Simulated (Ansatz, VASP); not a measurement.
AlCu in VASP and in Ansatz

```xyz
2
Lattice="2.9975 0.0674 0.0000 0.0674 2.9975 0.0000 0.0000 0.0000 2.9975" Properties=species:S:1:pos:R:3 pbc="T T T"
Al    0.0000    0.0000    0.0000
Cu    1.5325    1.5325    1.4988
```

Change from the starting cell: strain +0.0450 x Voigt [0, 0, 0, 0, 0, 1], atoms carried along.

Alike in both runs: task single point; functional PBEsol; k mesh 16 × 16 × 16; occupations gaussian, width 0.15 eV; no spin polarisation.

```csv
,VASP,Ansatz
version,VASP 6.6.1,Ansatz 0.2.0
potentials or method,"VASP PAW PBE potentials, release 64 (Al, Cu), cutoff 520 eV","scalar-relativistic, plane waves, PAW"
valence electrons in the cell,14,22
```

```tsv
	VASP	Ansatz	Ansatz less VASP
gap on the k mesh at the Fermi level (eV)	none	none	-
pressure (GPa)	-4.2	-4.5	-0.34
traceless stress, the component that is largest in VASP (GPa)	-1.71	-1.71	+0.002
```

VASP's potentials were made for PBE, not for PBEsol. A gap of «none» marks a metal or a gap that the smearing closes. With one functional, cell and mesh, what is left measures potentials, basis and numerics. VASP's potentials hold 14 valence electrons a cell and Ansatz's 22, so a difference there can come from the potentials and not from the codes.
